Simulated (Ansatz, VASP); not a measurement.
# Two plane-wave programs on Ge

File INCAR:

```
  PREC = Accurate
  ENCUT = 520
  EDIFF = 1E-7
  ISMEAR = 1
  SIGMA = 0.15
  LREAL = F
  LASPH = T
  NELM = 100
  ALGO = Normal
  ISIF = 2
  LWAVE = F
  LCHARG = T
  GGA = PS
  LELF = T
  LVHAR = T
  NBANDS = 21
```

File KPOINTS:

```
regular mesh
0
Gamma
  11 11 6
```

Contents of POSCAR:

```
Ge
1.0
    1.5076348903     -2.6288345735      0.0000000000
    1.5076348903      2.6288345735      0.0000000000
    0.0000000000      0.0000000000      4.7898083449
Ge
2
Direct
    0.6665530000      0.3334470000      0.2500000000
    0.3334470000      0.6665530000      0.7500000000
```

Input for Ansatz:

```yaml
crystal:
  lattice:
    - [1.5076348903328263, -2.6288345734981755, 0.0]
    - [1.5076348903328263, 2.6288345734981755, 0.0]
    - [0.0, 0.0, 4.789808344862655]
  atoms:
    - { symbol: Ge, position: [0.666553, 0.333447, 0.25] }
    - { symbol: Ge, position: [0.333447, 0.666553, 0.75] }
basis:
  ecutwfc: 510.0
kpoints:
  mp_grid:
    grid: [11, 11, 6]
hamiltonian:
  xc: pbesol
  pseudopotentials:
    kind: paw
scf:
  occupations:
    method: cold
    width: 0.15
output:
  stress: true
```

Alike in both runs: task single point; functional PBEsol; k mesh 11 × 11 × 6; no spin polarisation.

|  | VASP | Ansatz |
| --- | --- | --- |
| version | VASP 6.6.1 | Ansatz 0.2.0 |
| potentials or method | VASP PAW PBE potentials, release 64 (Ge_d), cutoff 520 eV | plane waves, PAW |
| occupations | methfessel-paxton of order 1, width 0.15 eV | cold, width 0.15 eV |
| valence electrons in the cell | 28 | 28 |

|  | VASP | Ansatz | Ansatz less VASP |
| --- | --- | --- | --- |
| pressure (GPa) | -2.2 | -2.3 | -0.03 |
| traceless stress, the component that is largest in VASP (GPa) | 4.32 | 4.56 | +0.242 |

VASP's potentials were made for PBE, not for PBEsol.
